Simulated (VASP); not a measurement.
# Hf (Fm-3m) in VASP: further runs

Hf is run at these levels: LDA; tasks: electric field gradients.

Program: VASP 6.6.1. These are calculated values, not measurements. Logs are shortened: lines on timing, memory, paths and dates and some standing lists are left out, and cuts for length are marked.

**1. The cell of the first run**

It takes space group Fm-3m (No. 225, cubic). The conventional cell has a = 4.440 Å, b = 4.440 Å, c = 4.440 Å, α = 90.00°, β = 90.00°, γ = 90.00°. Hf (site symmetry m-3m) has 12 Hf at 3.14 Å within 4.1 Å.

**2. Electric field gradients, LDA**

The input, INCAR:

```
SYSTEM = Hf
  ALGO = Normal
  EDIFF = 1E-8
  ENCUT = 520
  GGA = CA
  ISIF = 2
  ISMEAR = -1
  LASPH = .True.
  LCHARG = .False.
  LEFG = .True.
  LREAL = .False.
  LWAVE = .False.
  NBANDS = 11
  NELM = 80
  PREC = Accurate
  SIGMA = 0.03
```

The input, KPOINTS:

```
k-points
0
Gamma
  13 13 13
  0 0 0
```

The input, POSCAR:

```
Hf
1.0
    0.0000000000      2.2200000000      2.2200000000
    2.2200000000      0.0000000000      2.2200000000
    2.2200000000      2.2200000000      0.0000000000
Hf
1
Direct
    0.0000000000      0.0000000000      0.0000000000
```

Potentials or basis: VASP PAW LDA potentials, release 64 (Hf_pv).

Started as:

```sh
$ cat potpaw_LDA.64/Hf_pv/POTCAR > POTCAR
$ mpirun -np 1 vasp_std > vasp.out
```

OUTCAR:

```text
SYSTEM = Hf
   EDIFF = 1E-8
   ENCUT = 520
   GGA = CA
   ISIF = 2
   ISMEAR = -1
   LASPH = .True.
   LREAL = .False.
   NELM = 80
   PREC = Accurate

 ion  position               nearest neighbor table
   1  0.000  0.000  0.000-

  LATTYP: Found a face centered cubic cell.
 ALAT       =     4.4400000000

  Lattice vectors:

 A1 = (   0.0000000000,   2.2200000000,   2.2200000000)
 A2 = (   2.2200000000,   0.0000000000,   2.2200000000)
 A3 = (   2.2200000000,   2.2200000000,   0.0000000000)

Analysis of symmetry for initial positions (statically):
=====================================================================
 Subroutine PRICEL returns:
 Original cell was already a primitive cell.

 Routine SETGRP: Setting up the symmetry group for a
 face centered cubic supercell.

 Subroutine GETGRP returns: Found 48 space group operations
 (whereof 48 operations were pure point group operations)
 out of a pool of 48 trial point group operations.

The static configuration has the point symmetry O_h .

Analysis of symmetry for dynamics (positions and initial velocities):
=====================================================================
 Subroutine PRICEL returns:
 Original cell was already a primitive cell.

 Routine SETGRP: Setting up the symmetry group for a
 face centered cubic supercell.

 Subroutine GETGRP returns: Found 48 space group operations
 (whereof 48 operations were pure point group operations)
 out of a pool of 48 trial point group operations.

The dynamic configuration has the point symmetry O_h .

 Subroutine INISYM returns: Found 48 space group operations
 (whereof 48 operations are pure point group operations),
 and found     1 'primitive' translations

----------------------------------------------------------------------------------------

                                     Primitive cell

  volume of cell :      21.8821

  direct lattice vectors                    reciprocal lattice vectors
     0.000000000  2.220000000  2.220000000    -0.225225225  0.225225225  0.225225225
     2.220000000  0.000000000  2.220000000     0.225225225 -0.225225225  0.225225225
     2.220000000  2.220000000  0.000000000     0.225225225  0.225225225 -0.225225225
[... 115 lines left out ...]
  volume of cell :       21.88
 maximum number of plane-waves:       609
   NGX = 11   NGY = 11   NGZ = 11

 number of electron      10.0000000 magnetization

 Free energy of the ion-electron system (eV)
  ---------------------------------------------------
  ext. energy  EPLUGINS =         0.00000000
  ---------------------------------------------------
  free energy    TOTEN  =       -10.61201523 eV

  energy without entropy =      -10.60710082  energy(sigma->0) =      -10.60955802

 E-fermi :   4.7626     XC(G=0): -11.5737

 val. band max:        4.7431105217   @ k =  -0.2308   0.0769   0.0000
 cond. band min:       4.7676915348   @ k =  -0.3077   0.3077   0.0000
 fundamental gap:      0.0245810131
 Fermi energy:         4.7626116865

 k-point     1 :       0.0000    0.0000    0.0000
  band No.  band energies     occupation
      1     -25.0145      2.00000
      2     -25.0145      2.00000
      3     -25.0145      2.00000
      4      -2.4492      2.00000
      5       6.1057      0.00000
      6       6.1057      0.00000
      7       6.1057      0.00000
      8       8.9336      0.00000
      9       8.9336      0.00000
     10      16.2683      0.00000
     11      16.9526      0.00000
[... 309 lines left out ...]
 k-point    24 :       0.4615    0.1538    0.0000
  band No.  band energies     occupation
      1     -25.7963      2.00000
      2     -25.2330      2.00000
      3     -25.1798      2.00000
      4       1.6002      2.00000
      5       4.3502      2.00000
      6       5.3979      0.00000
      7       6.6948      0.00000
      8      10.8552      0.00000
      9      11.2240      0.00000
     10      14.5132      0.00000
     11      16.9609      0.00000

 [... further k-points ...]
[... 5 lines left out ...]
  --------------------------------------------------------------------------------------
  -------------------------------------------------------------------------------------
  Total       -0.7503523     -0.7503523     -0.7503523      0.0000000     -0.0000000      0.0000000
  in kB      -54.9397737    -54.9397737    -54.9397737      0.0000000     -0.0000000      0.0000000
  external PRESSURE =     -54.9397737 kB  Pullay stress =       0.0000000 kB

 VOLUME and BASIS-vectors are now :
 -----------------------------------------------------------------------------
  energy-cutoff  :      520.00
  volume of cell :       21.88
      direct lattice vectors                 reciprocal lattice vectors
     0.000000000  2.220000000  2.220000000    -0.225225225  0.225225225  0.225225225
     2.220000000  0.000000000  2.220000000     0.225225225 -0.225225225  0.225225225
     2.220000000  2.220000000  0.000000000     0.225225225  0.225225225 -0.225225225

 POSITION                                       TOTAL-FORCE (eV/Angst)
 -----------------------------------------------------------------------------------
      0.00000      0.00000      0.00000         0.000000      0.000000      0.000000
 -----------------------------------------------------------------------------------
    total drift:                               -0.000000      0.000000      0.000000

  FREE ENERGIE OF THE ION-ELECTRON SYSTEM (eV)
  ---------------------------------------------------
  free  energy   TOTEN  =       -10.6120152269 eV

  energy  without entropy=      -10.6071008206  energy(sigma->0) =      -10.60955802

 Electric field gradients (V/A^2)
---------------------------------------------------------------------
 ion       V_xx      V_yy      V_zz      V_xy      V_xz      V_yz
---------------------------------------------------------------------
   1      -0.000     0.000     0.000    -0.000    -0.000    -0.000
---------------------------------------------------------------------

 Electric field gradients after diagonalization (V/A^2)
 (convention: |V_zz| > |V_xx| > |V_yy|)
----------------------------------------------------------------------
 ion       V_xx      V_yy      V_zz     asymmetry (V_yy - V_xx)/ V_zz
----------------------------------------------------------------------
   1       0.000     0.000    -0.001       0.000
----------------------------------------------------------------------

           NMR quadrupolar parameters

 Cq : quadrupolar parameter    Cq=e*Q*V_zz/h
 eta: asymmetry parameters     (V_yy - V_xx)/ V_zz
 Q  : nuclear electric quadrupole moment in mb (millibarn)
----------------------------------------------------------------------
 ion       Cq(MHz)       eta       Q (mb)
----------------------------------------------------------------------
   1      -0.000       0.000       1.000
----------------------------------------------------------------------
```

stdout:

```text
POSCAR found type information on POSCAR Hf
 POSCAR found :  1 types and       1 ions
 scaLAPACK will be used
 LDA part: xc-table for (Slater(with rela. corr.)+CA(PZ))
 , standard interpolation
 POSCAR, INCAR and KPOINTS ok, starting setup
 FFT: planning ... GRIDC
 FFT: planning ... GRID_SOFT
 FFT: planning ... GRID
 WAVECAR not read
 entering main loop
ion   1
```

It took 6.7 s on 1 thread of Intel Xeon 6975P-C, shared host; peak memory 0.14 GiB.

What came out:

```
Free energy            : -10.6120 eV
Pressure               : -5.5 GPa
Band gap on the k mesh : zero (band 5 reaches 6.11 eV, above the bottom of band 6 at 4.21 eV)
```

Caveat: without QUAD_EFG the Cq values of the log hold for a quadrupole moment of 1 mb, not for the nuclei; spin-orbit coupling is left out, which moves the levels of the heavy elements.

**3. Electric field gradients, LDA**

The input, INCAR:

```
SYSTEM = Hf
  PREC = Accurate
  ENCUT = 520
  EDIFF = 1E-8
  ISMEAR = -1
  SIGMA = 0.03
  LREAL = .FALSE.
  LASPH = .TRUE.
  NELM = 60
  ALGO = Normal
  ISIF = 2
  LWAVE = .FALSE.
  LCHARG = .FALSE.
  LEFG = .TRUE.
  NBANDS = 11
```

The input, KPOINTS:

```
Automatic mesh
0
G
  13 13 13
  0 0 0
```

POSCAR is that of step 2.

Potentials or basis: VASP PAW LDA potentials, release 64 (Hf_pv).

Started as:

```sh
$ cat potpaw_LDA.64/Hf_pv/POTCAR > POTCAR
$ mpirun -np 1 vasp_std > vasp.out
```

OUTCAR:

```text
SYSTEM = Hf
   PREC = Accurate
   ENCUT = 520
   EDIFF = 1E-8
   ISMEAR = -1
   LREAL = .FALSE.
   LASPH = .TRUE.
   NELM = 60
   ISIF = 2

 ion  position               nearest neighbor table
   1  0.000  0.000  0.000-

  LATTYP: Found a face centered cubic cell.
 ALAT       =     4.4400000000

  Lattice vectors:

 A1 = (   0.0000000000,   2.2200000000,   2.2200000000)
 A2 = (   2.2200000000,   0.0000000000,   2.2200000000)
 A3 = (   2.2200000000,   2.2200000000,   0.0000000000)

Analysis of symmetry for initial positions (statically):
=====================================================================
 Subroutine PRICEL returns:
 Original cell was already a primitive cell.

 Routine SETGRP: Setting up the symmetry group for a
 face centered cubic supercell.

 Subroutine GETGRP returns: Found 48 space group operations
 (whereof 48 operations were pure point group operations)
 out of a pool of 48 trial point group operations.

The static configuration has the point symmetry O_h .
[... 514 lines left out ...]
 -----------------------------------------------------------------------------
  energy-cutoff  :      520.00
  volume of cell :       21.88
      direct lattice vectors                 reciprocal lattice vectors
     0.000000000  2.220000000  2.220000000    -0.225225225  0.225225225  0.225225225
     2.220000000  0.000000000  2.220000000     0.225225225 -0.225225225  0.225225225
     2.220000000  2.220000000  0.000000000     0.225225225  0.225225225 -0.225225225

 POSITION                                       TOTAL-FORCE (eV/Angst)
 -----------------------------------------------------------------------------------
      0.00000      0.00000      0.00000         0.000000      0.000000      0.000000
 -----------------------------------------------------------------------------------
    total drift:                               -0.000000      0.000000      0.000000

  FREE ENERGIE OF THE ION-ELECTRON SYSTEM (eV)
  ---------------------------------------------------
  free  energy   TOTEN  =       -10.6120152269 eV

  energy  without entropy=      -10.6071008206  energy(sigma->0) =      -10.60955802

 Electric field gradients (V/A^2)
---------------------------------------------------------------------
 ion       V_xx      V_yy      V_zz      V_xy      V_xz      V_yz
---------------------------------------------------------------------
   1      -0.000     0.000     0.000    -0.000    -0.000    -0.000
---------------------------------------------------------------------

 Electric field gradients after diagonalization (V/A^2)
 (convention: |V_zz| > |V_xx| > |V_yy|)
----------------------------------------------------------------------
 ion       V_xx      V_yy      V_zz     asymmetry (V_yy - V_xx)/ V_zz
----------------------------------------------------------------------
   1       0.000     0.000    -0.001       0.000
----------------------------------------------------------------------

           NMR quadrupolar parameters

 Cq : quadrupolar parameter    Cq=e*Q*V_zz/h
 eta: asymmetry parameters     (V_yy - V_xx)/ V_zz
 Q  : nuclear electric quadrupole moment in mb (millibarn)
----------------------------------------------------------------------
 ion       Cq(MHz)       eta       Q (mb)
----------------------------------------------------------------------
   1      -0.000       0.000       1.000
----------------------------------------------------------------------
```

stdout:

```text
POSCAR found type information on POSCAR Hf
 POSCAR found :  1 types and       1 ions
 scaLAPACK will be used
 LDA part: xc-table for (Slater(with rela. corr.)+CA(PZ))
 , standard interpolation
 POSCAR, INCAR and KPOINTS ok, starting setup
 FFT: planning ... GRIDC
 FFT: planning ... GRID_SOFT
 FFT: planning ... GRID
 WAVECAR not read
 entering main loop
ion   1
```

Wall time 6.9 s (1 thread of Intel Xeon 6975P-C, shared host); peak memory 0.14 GiB.

Results:

| Property | Result |
| --- | --- |
| Free energy | -10.6120 eV |
| Pressure | -5.5 GPa |
| Band gap on the k mesh | zero (band 5 reaches 6.11 eV, above the bottom of band 6 at 4.21 eV) |

Caveat: without QUAD_EFG the Cq values of the log hold for a quadrupole moment of 1 mb, not for the nuclei; spin-orbit coupling is left out, which moves the levels of the heavy elements.

(Continued in part 2 of 2.)
